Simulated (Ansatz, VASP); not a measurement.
## Two plane-wave programs on BN

```
B N
1.0
     0.00000    1.80442    1.80442
     1.80442    0.00000    1.80442
     1.80442    1.80442    0.00000
B N
1 1
Direct
  0.00000 0.00000 0.00000
  0.25000 0.25000 0.25000
```

Alike in both runs: task single point; functional HSE06; k mesh 8 × 8 × 8; occupations fermi-dirac, width 0.02 eV; no spin polarisation.

|  | VASP | Ansatz |
| --- | --- | --- |
| version | VASP 6.6.1 | Ansatz 0.2.0 |
| potentials or method | VASP PAW PBE potentials, release 64 (B, N), cutoff 520 eV | PAW plane waves |
| valence electrons in the cell | 8 | 8 |

|  | VASP | Ansatz | Ansatz less VASP |
| --- | --- | --- | --- |
| gap on the k mesh at the Fermi level (eV) | 5.78 | 5.79 | +0.010 |
| pressure (GPa) | -3.7 | -4.3 | -0.68 |

Ansatz's warnings: stress exchange threshold loose, stress scf threshold loose.
